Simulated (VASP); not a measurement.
**Sn4O9 (a cell with a defect): single point with PBE**

Sn4O9 (a cell with a defect):

```
Sn O
1.0
    -4.82652    0.00000    3.23817
     4.82652    0.00000    3.23817
     0.00000    4.82837   -3.23817
Sn O
4 9
Direct
  0.25114 0.75343 0.49761
  0.74850 0.24636 0.50189
  0.99985 0.98997 0.98994
  0.49970 0.49884 0.99865
  0.91282 0.32558 0.19037
  0.49985 0.80510 0.30503
  0.94069 0.74919 0.18363
  0.43998 0.24626 0.19265
  0.55966 0.75292 0.80619
  0.05872 0.24301 0.80847
  0.99981 0.68384 0.68375
  0.49970 0.19277 0.69253
  0.08721 0.27704 0.41257
```

```yaml
Program: VASP 6.6.1
Task: single point
Functional: PBE
Potentials_or_basis: VASP PAW PBE potentials, release 64 (Sn_d, O)
Cutoff: 520 eV
k_mesh: 3 × 3 × 3
Occupations: gaussian, width 0.02 eV
Spin: no spin polarisation
```

```json
{"Pressure": "7.3 GPa", "Largest force": "0.635 eV/Å", "Band gap on the k mesh": "0.34 eV"}
```

Forces in eV/Å, atoms in the order of the input:
```
Sn   0.072  0.016  0.061
Sn   0.014  0.070 -0.059
Sn  -0.004 -0.004  0.000
Sn   0.016  0.017  0.000
O    0.061 -0.096  0.624
O   -0.013 -0.012  0.000
O   -0.021 -0.085 -0.023
O   -0.065  0.094  0.021
O    0.093 -0.066 -0.022
O   -0.085 -0.021  0.022
O    0.001  0.001  0.000
O    0.025  0.026  0.000
O   -0.095  0.061 -0.625
```

Stress tensor (GPa, compression positive):
```
 6.90  2.36  2.01
 2.36  6.87 -2.00
 2.01 -2.00  8.11
```

Levels at points of the mesh, in eV from the valence-band top:
```tsv
k point	band 51	band 52	band 53	band 54	band 55	band 56	band 57	band 58	band 59	band 60
(0.00, 0.00, 0.00)	-1.17	-1.09	-1.09	-0.75	-0.60	0.34	3.76	3.81	4.00	5.05
```

It used 480 s of CPU time on 1 thread of AMD EPYC 7R13 Processor (Zen 3), on a shared host.

Caveat: the k points lie up to 0.45 Å⁻¹ apart; spin-orbit coupling is left out, which moves the levels of the heavy elements.
